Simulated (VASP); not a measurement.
# HfB2 (P6/mmm) in VASP: notebook

HfB2 is run at these levels: PBEsol; tasks: single point.

Everything below comes from runs of VASP 6.6.1. Logs are shortened: lines on timing, memory, paths and dates and some standing lists are left out, and cuts for length are marked.

### 1 The cell of the first run

It takes space group P6/mmm (No. 191, hexagonal). Conventional cell: a = 3.140 Å, b = 3.140 Å, c = 3.550 Å, α = 90.00°, β = 90.00°, γ = 120.00°. Hf (site symmetry 6/mmm) has 12 B at 2.54 Å and 6 Hf at 3.14 Å within 3.3 Å. B (site symmetry -6m2) has 3 B at 1.81 Å within 2.4 Å.

### 2 Single point, PBEsol (zz strain of +2 %)

INCAR reads:

```
PREC = Accurate
ENCUT = 520
EDIFF = 1E-7
ISMEAR = -1
SIGMA = 0.03
LREAL = False
LASPH = True
NELM = 100
ALGO = Normal
ISIF = 2
LWAVE = False
LCHARG = False
GGA = PS
NBANDS = 15
```

KPOINTS reads:

```
regular mesh
0
Gamma
  15 15 12
```

POSCAR reads:

```
HfB2
1.0
    3.1400001005      0.0000000000      0.0000000000
   -1.5700000503      2.7193198549      0.0000000000
    0.0000000000      0.0000000000      3.5496000000
Hf B
1 2
Direct
    0.0000000000      0.0000000000      0.0000000000
    0.3333333333      0.6666666667      0.5000000000
    0.6666666667      0.3333333333      0.5000000000
```

Potentials or basis: VASP PAW PBE potentials, release 64 (Hf_pv, B).

Command:

```console
cat potpaw_PBE.64/Hf_pv/POTCAR potpaw_PBE.64/B/POTCAR > POTCAR
mpirun -np 1 vasp_std > vasp.out
```

OUTCAR:

```text
PREC = Accurate
   ENCUT = 520
   EDIFF = 1E-7
   ISMEAR = -1
   LREAL = False
   LASPH = True
   NELM = 100
   ISIF = 2
   GGA = PS

 ion  position               nearest neighbor table
   1  0.000  0.000  0.000-   2 2.54   3 2.54   2 2.54   3 2.54   3 2.54   3 2.54   2 2.54   2 2.54
                             3 2.54   3 2.54   2 2.54   2 2.54
   2  0.333  0.667  0.500-   3 1.81   3 1.81   3 1.81   1 2.54   1 2.54   1 2.54   1 2.54   1 2.54
                             1 2.54
   3  0.667  0.333  0.500-   2 1.81   2 1.81   2 1.81   1 2.54   1 2.54   1 2.54   1 2.54   1 2.54
                             1 2.54

  LATTYP: Found a hexagonal cell.
 ALAT       =     3.1400001005
 C/A-ratio  =     1.1304458237

  Lattice vectors:

 A1 = (   3.1400001005,   0.0000000000,   0.0000000000)
 A2 = (  -1.5700000503,   2.7193198549,   0.0000000000)
 A3 = (   0.0000000000,   0.0000000000,   3.5496000000)

Analysis of symmetry for initial positions (statically):
=====================================================================
 Subroutine PRICEL returns:
 Original cell was already a primitive cell.

 Routine SETGRP: Setting up the symmetry group for a
 hexagonal supercell.

 Subroutine GETGRP returns: Found 24 space group operations
 (whereof 24 operations were pure point group operations)
 out of a pool of 24 trial point group operations.

The static configuration has the point symmetry D_6h.

Analysis of symmetry for dynamics (positions and initial velocities):
=====================================================================
 Subroutine PRICEL returns:
 Original cell was already a primitive cell.

 Routine SETGRP: Setting up the symmetry group for a
 hexagonal supercell.

 Subroutine GETGRP returns: Found 24 space group operations
 (whereof 24 operations were pure point group operations)
 out of a pool of 24 trial point group operations.

The dynamic configuration has the point symmetry D_6h.

 Subroutine INISYM returns: Found 24 space group operations
 (whereof 24 operations are pure point group operations),
 and found     1 'primitive' translations

----------------------------------------------------------------------------------------

                                     Primitive cell

  volume of cell :      30.3088

  direct lattice vectors                    reciprocal lattice vectors
     3.140000101  0.000000000  0.000000000     0.318471327  0.183869507  0.000000000
    -1.570000050  2.719319855  0.000000000     0.000000000  0.367739013  0.000000000
     0.000000000  0.000000000  3.549600000     0.000000000  0.000000000  0.281721884

  length of vectors
     3.140000101  3.140000101  3.549600000     0.367739013  0.367739013  0.281721884

  position of ions in fractional coordinates (direct lattice)
     0.000000000  0.000000000  0.000000000
     0.333333333  0.666666667  0.500000000
     0.666666667  0.333333333  0.500000000

  ion indices of the primitive-cell ions
   primitive index   ion index
                 1           1
                 2           2
                 3           3

----------------------------------------------------------------------------------------

 KPOINTS: regular mesh

Automatic generation of k-mesh.
 Grid dimensions read from file:
 generate k-points for:   15   15   12

 Generating k-lattice:

  Cartesian coordinates                     Fractional coordinates (reciprocal lattice)
     0.021231422  0.012257967  0.000000000     0.066666667  0.000000000  0.000000000
     0.000000000  0.024515934  0.000000000     0.000000000  0.066666667  0.000000000
     0.000000000  0.000000000  0.023476824     0.000000000  0.000000000  0.083333333

  Length of vectors
     0.024515934  0.024515934  0.023476824

  Shift w.r.t. Gamma in fractional coordinates (k-lattice)
     0.000000000  0.000000000  0.000000000

 Subroutine IBZKPT returns following result:
 ===========================================

 Found    189 irreducible k-points:

 Following reciprocal coordinates:
            Coordinates               Weight
  0.000000  0.000000  0.000000      1.000000
  0.066667  0.000000  0.000000      6.000000
  0.133333 -0.000000  0.000000      6.000000
  0.200000  0.000000  0.000000      6.000000
  0.266667 -0.000000  0.000000      6.000000
  0.333333  0.000000  0.000000      6.000000
[... 16 lines left out ...]
  0.333333  0.200000  0.000000     12.000000
  0.400000  0.200000  0.000000      6.000000
 [... further k-points ...]
   k-points           NKPTS =    189   k-points in BZ     NKDIM =    189   number of bands    NBANDS=     15
   number of dos      NEDOS =    301   number of ions     NIONS =      3
   total plane-waves  NPLWV =  16128
   dimension x,y,z NGX =    24 NGY =   24 NGZ =   28
   dimension x,y,z NGXF=    48 NGYF=   48 NGZF=   56
   ions per type =               1   2
   NGX,Y,Z   is equivalent  to a cutoff of  12.71, 12.71, 13.11 a.u.
   NGXF,Y,Z  is equivalent  to a cutoff of  25.41, 25.41, 26.23 a.u.
 SYSTEM =  unknown system
   PREC   = accura    normal or accurate (medium, high low for compatibility)
   ISTART =      0    job   : 0-new  1-cont  2-samecut
   ICHARG =      2    charge: 1-file 2-atom 10-const
   ISPIN  =      1    spin polarized calculation?
   LNONCOLLINEAR =      F non collinear calculations
   LSORBIT =      F    spin-orbit coupling
   LASPH  =      T    aspherical Exc in radial PAW
   ENCUT  =  520.0 eV  38.22 Ry    6.18 a.u.   5.84  5.84  6.60*2*pi/ulx,y,z
   NELM   =    100;   NELMIN=  2; NELMDL= -5     # of ELM steps
   EDIFF  = 0.1E-06   stopping-criterion for ELM
   LREAL  =      F    real-space projection
   EDIFFG = 0.1E-05   stopping-criterion for IOM
   NSW    =      0    number of steps for IOM
   IBRION =     -1    ionic relax: 0-MD 1-quasi-New 2-CG
   NFREE  =      0    steps in history (QN), initial steepest desc. (CG)
   ISIF   =      2    stress and relaxation
   ISYM   =      2    0-nonsym 1-usesym 2-fastsym
   POTIM  = 0.5000    time-step for ionic-motion
   TEBEG  =    0.0;   TEEND  =   0.0 temperature during run
   PSTRESS=    0.0 pullay stress
   NELECT =      16.0000    total number of electrons
   NUPDOWN=      -1.0000    fix difference up-down
   EMIN   =  10.00;   EMAX   =-10.00  energy-range for DOS
   EFERMI =   0.00;   METHOD = LEGACY
   ISMEAR =    -1;   SIGMA  =   0.03  broadening in eV -4-tet -1-fermi 0-gaus
   EFERMI_NEDOS =   21; number of points for ismear=-14 and -15
   IALGO  =     38    algorithm
   IMIX   =      4    mixing-type and parameters
     AMIX     =   0.40;   BMIX     =  1.00
     AMIX_MAG =   1.60;   BMIX_MAG =  1.00
  volume/ion in A,a.u.               =      10.10        68.18
  Fermi-wavevector in a.u.,A,eV,Ry     =   1.323097  2.500291 23.818166  1.750586
  Thomas-Fermi vector in A             =   2.452730
   LORBIT       =      0    0 simple, 1 ext, 2 COOP (PROOUT), +10 PAW based schemes
   GGA     = PS    functional components
   LHFCALC =     F    Hartree Fock is set to
   AEXX    =    0.0000 exact exchange contribution
   IVDW    =     0    specifies the selected vdW correction
   LEPSILON=     F    determine dielectric tensor
   LRPA    =     F    only Hartree local field effects (RPA)
 non-spin polarized calculation
  energy-cutoff  :      520.00
  volume of cell :       30.31
 maximum number of plane-waves:       832
 NGX is ok and might be reduce to    24
   NGX = 11   NGY = 11   NGZ = 13

 number of electron      15.9999998 magnetization

 Free energy of the ion-electron system (eV)
  ---------------------------------------------------
  ext. energy  EPLUGINS =         0.00000000
  ---------------------------------------------------
  free energy    TOTEN  =       -27.82349348 eV

  energy without entropy =      -27.82294704  energy(sigma->0) =      -27.82322026

 E-fermi :   7.3912     XC(G=0): -12.5867

 val. band max:        7.3772271239   @ k =   0.0667   0.0667   0.5000
 cond. band min:       7.3927222011   @ k =   0.1333   0.1333   0.2500
 fundamental gap:      0.0154950772
 Fermi energy:         7.3912475134

 k-point     1 :       0.0000    0.0000    0.0000
  band No.  band energies     occupation
      1     -23.2902      2.00000
      2     -22.7704      2.00000
      3     -22.7704      2.00000
      4      -6.2286      2.00000
      5       4.2986      2.00000
      6       4.4716      2.00000
      7       4.6894      2.00000
      8       4.6894      2.00000
      9      11.3024      0.00000
     10      11.3024      0.00000
     11      11.7828      0.00000
     12      11.7828      0.00000
     13      12.4551      0.00000
     14      12.4551      0.00000
     15      12.6038      0.00000

 k-point     2 :       0.0667    0.0000    0.0000
  band No.  band energies     occupation
      1     -23.2845      2.00000
      2     -22.8052      2.00000
      3     -22.7781      2.00000
      4      -6.1334      2.00000
      5       4.3843      2.00000
      6       4.3928      2.00000
      7       4.4250      2.00000
      8       4.6803      2.00000
      9      11.0741      0.00000
     10      11.2340      0.00000
     11      11.3511      0.00000
     12      11.4206      0.00000
     13      12.7809      0.00000
     14      13.0750      0.00000
     15      13.1720      0.00000

 k-point     3 :       0.1333   -0.0000    0.0000
  band No.  band energies     occupation
      1     -23.2685      2.00000
      2     -22.9023      2.00000
      3     -22.7998      2.00000
      4      -5.8544      2.00000
      5       3.6853      2.00000
      6       4.1877      2.00000
      7       4.6408      2.00000
      8       4.6798      2.00000
      9      10.1276      0.00000
     10      11.0167      0.00000
     11      11.0483      0.00000
     12      11.6214      0.00000
     13      13.0794      0.00000
     14      14.0493      0.00000
     15      14.3640      0.00000
[... 343 lines left out ...]
 k-point    23 :       0.3333    0.2000    0.0000
  band No.  band energies     occupation
      1     -23.4205      2.00000
      2     -23.1526      2.00000
      3     -23.0965      2.00000
      4      -2.3536      2.00000
      5      -0.4842      2.00000
      6       1.5220      2.00000
      7       3.7159      2.00000
      8       6.4867      2.00000
      9       7.1800      1.99825
     10       9.6055      0.00000
     11      12.6976      0.00000
     12      14.1555      0.00000
     13      15.5726      0.00000
     14      16.9308      0.00000
     15      17.3056      0.00000

 k-point    24 :       0.4000    0.2000    0.0000
  band No.  band energies     occupation
      1     -23.4346      2.00000
      2     -23.1479      2.00000
      3     -23.1140      2.00000
      4      -1.5758      2.00000
      5      -1.2865      2.00000
      6       1.4174      2.00000
      7       3.7624      2.00000
      8       6.2659      2.00000
      9       7.1345      1.99962
     10      10.2898      0.00000
     11      12.0265      0.00000
     12      14.1257      0.00000
     13      16.0663      0.00000
     14      17.2906      0.00000
     15      17.5898      0.00000

 [... further k-points ...]
[... 5 lines left out ...]
  --------------------------------------------------------------------------------------
  -------------------------------------------------------------------------------------
  Total       -1.1939288     -1.1939288     -2.5871230      0.0000000      0.0000000      0.0000000
  in kB      -63.1131164    -63.1131164   -136.7597481      0.0000000      0.0000000      0.0000000
  external PRESSURE =     -87.6619936 kB  Pullay stress =       0.0000000 kB

 VOLUME and BASIS-vectors are now :
 -----------------------------------------------------------------------------
  energy-cutoff  :      520.00
  volume of cell :       30.31
      direct lattice vectors                 reciprocal lattice vectors
     3.140000101  0.000000000  0.000000000     0.318471327  0.183869507  0.000000000
    -1.570000050  2.719319855  0.000000000     0.000000000  0.367739013  0.000000000
     0.000000000  0.000000000  3.549600000     0.000000000  0.000000000  0.281721884

 POSITION                                       TOTAL-FORCE (eV/Angst)
 -----------------------------------------------------------------------------------
      0.00000      0.00000      0.00000        -0.000000      0.000000      0.000000
     -0.00000      1.81288      1.77480        -0.000000     -0.000000     -0.000000
      1.57000      0.90644      1.77480         0.000000      0.000000      0.000000
 -----------------------------------------------------------------------------------
    total drift:                               -0.000000      0.000000      0.000000

  FREE ENERGIE OF THE ION-ELECTRON SYSTEM (eV)
  ---------------------------------------------------
  free  energy   TOTEN  =       -27.8234934769 eV

  energy  without entropy=      -27.8229470381  energy(sigma->0) =      -27.82322026
```

Run time: 33 s. Hardware: 1 thread of Intel Xeon 6975P-C, shared host; peak memory 0.21 GiB.

What came out:

- Free energy: -27.8235 eV
- Pressure: -8.8 GPa
- Band gap on the k mesh: zero (band 8 reaches 8.20 eV, above the bottom of band 9 at 7.13 eV)

Caveat: the cell differs from its parent crystal (zz strain of +2 %); the PAW data sets were made with another functional, which shifts forces and pressure a little; spin-orbit coupling is left out, which moves the levels of the heavy elements.

### 3 Single point, PBEsol (equal xx and yy strain of -2 %)

INCAR reads:

```
SYSTEM = HfB2
  PREC = Accurate
  ENCUT = 520
  EDIFF = 1E-7
  ISMEAR = -1
  SIGMA = 0.03
  LREAL = .False.
  LASPH = .True.
  NELM = 80
  ALGO = Normal
  ISIF = 2
  LWAVE = .False.
  LCHARG = .False.
  GGA = PS
  NBANDS = 15
```

KPOINTS reads:

```
regular mesh
0
Gamma
  15 15 12
  0 0 0
```

POSCAR reads:

```
HfB2
1.0
    3.0772000985      0.0000000000      0.0000000000
   -1.5386000493      2.6649334578      0.0000000000
    0.0000000000      0.0000000000      3.4800000000
Hf B
1 2
Direct
    0.0000000000      0.0000000000      0.0000000000
    0.3333333333      0.6666666667      0.5000000000
    0.6666666667      0.3333333333      0.5000000000
```

Potentials or basis: VASP PAW PBE potentials, release 64 (Hf_pv, B).

Command:

```console
cat potpaw_PBE.64/Hf_pv/POTCAR potpaw_PBE.64/B/POTCAR > POTCAR
mpirun -np 1 vasp_std > vasp.out
```

Run time: 53 s. Hardware: 1 thread of Intel Xeon Platinum 8259CL at 2.50GHz (Skylake/Cascade Lake), shared host; peak memory 0.21 GiB.

The run converged. Its results:

- Free energy: -27.8373 eV
- Pressure: 6.8 GPa
- Band gap on the k mesh: zero (band 8 reaches 8.73 eV, above the bottom of band 9 at 7.58 eV)

Stress tensor (GPa, compression positive):
```
10.24  0.00  0.00
 0.00 10.24  0.00
 0.00  0.00  0.00
```

Levels at points of the mesh, in eV from the Fermi level:
```tsv
k point	band 5	band 6	band 7	band 8	band 9	band 10	band 11	band 12
(0.00, 0.00, 0.00)	-3.24	-2.90	-2.81	-2.81	4.22	4.22	4.71	4.71
(0.00, 0.00, 0.50)	-8.56	-1.07	-1.07	0.52	0.52	1.03	1.03	1.94
```

Caveat: the cell differs from its parent crystal (equal xx and yy strain of -2 %); the PAW data sets were made with another functional, which shifts forces and pressure a little; spin-orbit coupling is left out, which moves the levels of the heavy elements.

### 4 Single point, PBEsol (equal xx and yy strain of -1 %)

INCAR reads:

```
SYSTEM = HfB2
  PREC = Accurate
  ENCUT = 520
  EDIFF = 1E-6
  ISMEAR = -1
  SIGMA = 0.03
  LREAL = .False.
  LASPH = .True.
  NELM = 60
  ALGO = Normal
  ISIF = 2
  LWAVE = .False.
  LCHARG = .True.
  GGA = PS
  LELF = .True.
  LVHAR = .True.
  NBANDS = 15
```

KPOINTS reads:

```
Automatic mesh
0
Gamma
  15 15 12
  0 0 0
```

POSCAR reads:

```
HfB2
1.0
    3.1086000995      0.0000000000      0.0000000000
   -1.5543000498      2.6921266564      0.0000000000
    0.0000000000      0.0000000000      3.4800000000
Hf B
1 2
Direct
    0.0000000000      0.0000000000      0.0000000000
    0.3333333333      0.6666666667      0.5000000000
    0.6666666667      0.3333333333      0.5000000000
```

Command:

```console
cat potpaw_PBE.64/Hf_pv/POTCAR potpaw_PBE.64/B/POTCAR > POTCAR
mpirun -np 1 vasp_std > vasp.out
```

Run time: 55 s. Hardware: 1 thread of Intel Xeon Platinum 8259CL at 2.50GHz (Skylake/Cascade Lake), shared host; peak memory 0.21 GiB.

The run converged. Its results:

- Free energy: -27.8610 eV
- Pressure: 0.9 GPa
- Band gap on the k mesh: zero (band 8 reaches 8.59 eV, above the bottom of band 9 at 7.44 eV)

Stress tensor (GPa, compression positive):
```
 2.75  0.00  0.00
 0.00  2.75  0.00
 0.00  0.00 -2.74
```

Levels at points of the mesh, in eV from the Fermi level:
```csv
k point,band 5,band 6,band 7,band 8,band 9,band 10,band 11,band 12
"(0.00, 0.00, 0.00)",-3.15,-2.86,-2.86,-2.84,4.09,4.09,4.68,4.68
"(0.00, 0.00, 0.50)",-8.48,-1.13,-1.13,0.39,0.39,0.99,0.99,2.06
```

Caveat: the cell differs from its parent crystal (equal xx and yy strain of -1 %); the PAW data sets were made with another functional, which shifts forces and pressure a little; spin-orbit coupling is left out, which moves the levels of the heavy elements.

### 5 Single point, PBEsol (equal xx and yy strain of +1 %)

INCAR reads:

```
SYSTEM = HfB2
  PREC = Accurate
  ENCUT = 520
  EDIFF = 1E-6
  ISMEAR = -1
  SIGMA = 0.03
  LREAL = .FALSE.
  LASPH = .TRUE.
  NELM = 100
  ALGO = Normal
  ISIF = 2
  LWAVE = .FALSE.
  LCHARG = .TRUE.
  GGA = PS
  LELF = .TRUE.
  LVHAR = .TRUE.
  NBANDS = 15
```

KPOINTS reads:

```
Automatic mesh
0
G
  15 15 12
  0 0 0
```

POSCAR reads:

```
HfB2
1.0
    3.1714001015      0.0000000000      0.0000000000
   -1.5857000508      2.7465130534      0.0000000000
    0.0000000000      0.0000000000      3.4800000000
Hf B
1 2
Direct
    0.0000000000      0.0000000000      0.0000000000
    0.3333333333      0.6666666667      0.5000000000
    0.6666666667      0.3333333333      0.5000000000
```

Command:

```console
cat potpaw_PBE.64/Hf_pv/POTCAR potpaw_PBE.64/B/POTCAR > POTCAR
mpirun -np 1 vasp_std > vasp.out
```

Run time: 55 s. Hardware: 1 thread of Intel Xeon Platinum 8259CL at 2.50GHz (Skylake/Cascade Lake), shared host; peak memory 0.21 GiB.

The run converged. Its results:

| Property | Result |
| --- | --- |
| Free energy | -27.8316 eV |
| Pressure | -9.4 GPa |
| Band gap on the k mesh | zero (band 8 reaches 8.06 eV, above the bottom of band 9 at 7.16 eV) |

Stress tensor (GPa, compression positive):
```
-10.37   0.00   0.00
  0.00 -10.37   0.00
  0.00   0.00  -7.49
```

Levels at points of the mesh, in eV from the Fermi level:
```csv
k point,band 5,band 6,band 7,band 8,band 9,band 10,band 11,band 12
"(0.00, 0.00, 0.00)",-2.97,-2.94,-2.94,-2.70,3.86,3.86,4.62,4.62
"(0.00, 0.00, 0.50)",-8.31,-1.22,-1.22,0.16,0.16,0.92,0.92,2.30
```

Caveat: the cell differs from its parent crystal (equal xx and yy strain of +1 %); the PAW data sets were made with another functional, which shifts forces and pressure a little; spin-orbit coupling is left out, which moves the levels of the heavy elements.

### 6 Overview

```tsv
cell	gap on the mesh (eV)	pressure (GPa)
a = 3.140, b = 3.140, c = 3.550 Å, angles 90.0, 90.0, 120.0°, 3 atoms	none	-8.8
a = 3.077, b = 3.077, c = 3.480 Å, angles 90.0, 90.0, 120.0°, 3 atoms	none	6.8
a = 3.109, b = 3.109, c = 3.480 Å, angles 90.0, 90.0, 120.0°, 3 atoms	none	0.9
a = 3.171, b = 3.171, c = 3.480 Å, angles 90.0, 90.0, 120.0°, 3 atoms	none	-9.4
```

Alike in all rows: task single point; level PBEsol; potentials or basis VASP PAW PBE potentials, release 64 (Hf_pv, B); no spin polarisation; k mesh 15 × 15 × 12; cutoff (eV) 520; smearing fermi-dirac 0.03 eV.

Caveats: the PAW data sets were made with another functional, which shifts forces and pressure a little; spin-orbit coupling is left out, which moves the levels of the heavy elements.

Absolute energies hang on the potentials; compare differences alone.
